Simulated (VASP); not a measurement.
The system is Sn2Ge3.

```
CELL_PARAMETERS angstrom
4.31976 0.00000 0.00000
0.00000 4.31976 0.00000
0.00000 0.00000 6.72441
ATOMIC_POSITIONS crystal
Sn 0.00000 0.50000 0.50000
Sn 0.50000 0.00000 0.50000
Ge 0.50000 0.50000 0.81557
Ge 0.50000 0.50000 0.18443
Ge 0.00000 0.00000 0.00000
```

The cell was generated, and may not be a known phase.

- Program: VASP 6.6.1
- Task: relaxation of cell and atoms
- Functional: PBE
- Potentials or basis: VASP PAW PBE potentials, release 64 (Sn_d, Ge_d)
- Cutoff: 600 eV
- k mesh: 10 × 10 × 6
- Occupations: gaussian, width 0.1 eV
- Spin: no spin polarisation

At the start: pressure 0.2 GPa; volume 25.10 Å³/atom.

Q: How do energy, volume and symmetry change on relaxing?

A: Over 10 steps the energy falls by 16.2 meV/atom and the volume is 25.06 Å³/atom (-0.1 %); space group P4/mmm (No. 123, to 0.1 Å) before and after.

The path:
```tsv
step	energy change (eV)	largest force (eV/Å)	pressure (GPa)	volume (Å³)
1	0.0000	0.0988	0.24	125.48
2	-0.0303	0.1871	-0.17	126.16
3	-0.0584	0.3420	-1.13	127.98
4	-0.0620	0.3075	-0.90	127.46
5	-0.0774	0.1869	0.00	125.13
6	-0.0774	0.1788	0.05	125.00
7	-0.0807	0.0479	0.05	125.06
8	-0.0809	0.0034	0.06	125.08
9	-0.0809	0.0086	0.07	125.08
10	-0.0809	0.0054	-0.02	125.30
```

Final structure:
```xyz
5
Lattice="4.2080 0.0000 0.0000 0.0000 4.2080 0.0000 0.0000 0.0000 7.0762" Properties=species:S:1:pos:R:3 pbc="T T T"
Sn    4.2080    2.1040    3.5381
Sn    2.1040    4.2080    3.5381
Ge    2.1040    2.1040    5.8215
Ge    2.1040    2.1040    1.2548
Ge    4.2080    4.2080    0.0000
```
